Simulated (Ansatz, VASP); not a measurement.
## IrO: VASP beside Ansatz

```xyz
2
Lattice="0.0000 2.3847 2.3847 2.3847 0.0000 2.3847 2.3847 2.3847 0.0000" Properties=species:S:1:pos:R:3 pbc="T T T"
Ir    0.0000    0.0000    0.0000
O     1.1924    1.1924    1.1924
```

Alike in both runs: functional PBE; k mesh 8 × 8 × 8; occupations gaussian, width 0.1 eV; no spin polarisation.

Ansatz relaxed the structure, and its values are those at the end. VASP's run is a single point on that final structure, the one shown.

|  | VASP | Ansatz |
| --- | --- | --- |
| version | VASP 6.6.1 | Ansatz 0.2.0 |
| potentials or method | VASP PAW PBE potentials, release 64 (Ir_sv_GW, O), cutoff 600 eV | scalar-relativistic, plane waves, PAW |
| valence electrons in the cell | 23 | 23 |

|  | VASP | Ansatz | Ansatz less VASP |
| --- | --- | --- | --- |
| gap on the k mesh at the Fermi level (eV) | none | none | - |
| pressure (GPa) | -0.5 | 0.0 | +0.52 |

A gap of «none» marks a metal or a gap that the smearing closes.

Spin-orbit coupling is off throughout.
